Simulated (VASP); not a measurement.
Set up this calculation in VASP 6.6.1, as the native input.

```
Task                   : single point
Functional             : PBE
Dispersion             : D3(BJ)
Potentials or basis    : VASP PAW PBE potentials, release 64 (C, O)
Cutoff                 : 520 eV
k mesh                 : 4 × 4 × 4
Occupations            : gaussian, width 0.1 eV
Spin                   : no spin polarisation
Dipole correction      : no
Further INCAR settings : LREAL = Auto; ALGO = Normal; EDIFF = 1e-06; NBANDS = 89
```

The structure of C32O (a cell with a defect) lies in POSCAR:

```
C32O
1.0
    0.0000000000      0.0000000000      7.1348522610
    1.2323690480      6.4035774147      3.5674261305
   -6.1618452403      2.1345258048      3.5674261305
C O
32 1
Direct
   -0.0067796618      0.3346367138      0.6674980899
    0.5026640305      0.3333287709      0.6665524530
    0.2449037111      0.5776902074      0.9167483620
    0.7576209563      0.5832267756      0.9169484799
    0.8710768745      0.2092929334      0.0409062745
    0.3772421944      0.2071948664      0.0409021211
    0.1202059714      0.4570585415      0.2929396519
    0.6281302042      0.4580631248      0.2919352478
    0.8753411225      0.7090961261      0.5428034927
    0.3712775969      0.7090918304      0.5407053722
    0.1387327656      0.9610719463      0.7889262274
    0.6384052586      0.9584635568      0.7915347807
   -0.0106557921      0.8332499712      0.1723082019
    0.5077976876      0.8330498261      0.1667714428
    0.2453567517      0.0825001414      0.4153615550
    0.7525473091      0.0834457333      0.4166694941
    0.1202048531      0.2929342696      0.4570639179
    0.6281311023      0.2919300299      0.4580682284
    0.3712788360      0.5407000749      0.7090971724
    0.8753399519      0.5427984854      0.7091012322
    0.9893409798      0.1723037200      0.8332552298
    0.5077993484      0.1667662227      0.8330550884
    0.2453586637      0.4153567844      0.0825052927
    0.7525456252      0.4166642374      0.0834509939
   -0.0067773476      0.6674928218      0.3346415583
    0.5026623989      0.6665474214      0.3333339821
    0.2449012378      0.9167431260      0.5776947837
    0.7576224788      0.9169432654      0.5832320285
    0.1387335012      0.7889230672      0.9610753173
    0.6384048249      0.7915292769      0.9584690870
    0.3772411116      0.0408970793      0.2071998314
    0.8710781508      0.0409009807      0.2092981976
    0.3271328051     -0.1249974439     -0.1250044347
```

The input as run:

INCAR

```
ALGO = Normal ; EDIFF = 1E-6
ENCUT = 520 ; GGA = PE
ISIF = 2 ; ISMEAR = 0
IVDW = 12 ; LASPH = True
LCHARG = False ; LREAL = Auto
LWAVE = False ; NBANDS = 89
NELM = 60 ; PREC = Accurate
SIGMA = 0.1
```

KPOINTS

```
k-points
0
Gamma
  4 4 4
```

Potentials or basis: VASP PAW PBE potentials, release 64 (C, O).

The run is started by

```sh
$ cat potpaw_PBE.64/C/POTCAR potpaw_PBE.64/O/POTCAR > POTCAR
$ mpirun -np 1 vasp_std > vasp.out
```

It gave:

```yaml
Pressure: 2.6 GPa
Largest_force: 1.641 eV/Å
Band_gap_on_the_k_mesh: zero (bands 67 and 68 overlap by 0.13 eV)
Dispersion_energy_per_atom: -0.145 eV
```

Run time: 18 min on 1 thread of Intel(R) Xeon(R) Platinum 8259CL CPU @ 2.50GHz (Skylake/Cascade Lake), on a shared host, peak memory 0.63 GiB.
